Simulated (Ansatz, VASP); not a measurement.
# BAs: VASP beside Ansatz

```
B As
1.0
     0.00000    2.39192    2.39192
     2.39192    0.00000    2.39192
     2.39192    2.39192    0.00000
B As
1 1
Direct
  0.00000 0.00000 0.00000
  0.25000 0.25000 0.25000
```

Alike in both runs: functional r2SCAN; k mesh 10 × 10 × 10; no spin polarisation.

Ansatz relaxed the structure, and its values are those at the end. VASP's run is a single point on that final structure, the one shown.

|  | VASP | Ansatz |
| --- | --- | --- |
| version | VASP 6.6.1 | Ansatz 0.2.0 |
| potentials or method | VASP PAW PBE potentials, release 64 (B, As), cutoff 520 eV | scalar-relativistic, plane waves, PAW |
| occupations | gaussian, width 0.01 eV | fixed |
| valence electrons in the cell | 8 | 18 |

```csv
,VASP,Ansatz,Ansatz less VASP
gap on the k mesh at the Fermi level (eV),1.37,1.37,0.000
least direct gap on the mesh (eV),3.44,3.44,-0.004
pressure (GPa),0.2,0.0,-0.24
```

VASP's potentials were made for PBE, not for r2SCAN. VASP's potentials hold 8 valence electrons a cell and Ansatz's 18, so a difference there can come from the potentials and not from the codes.
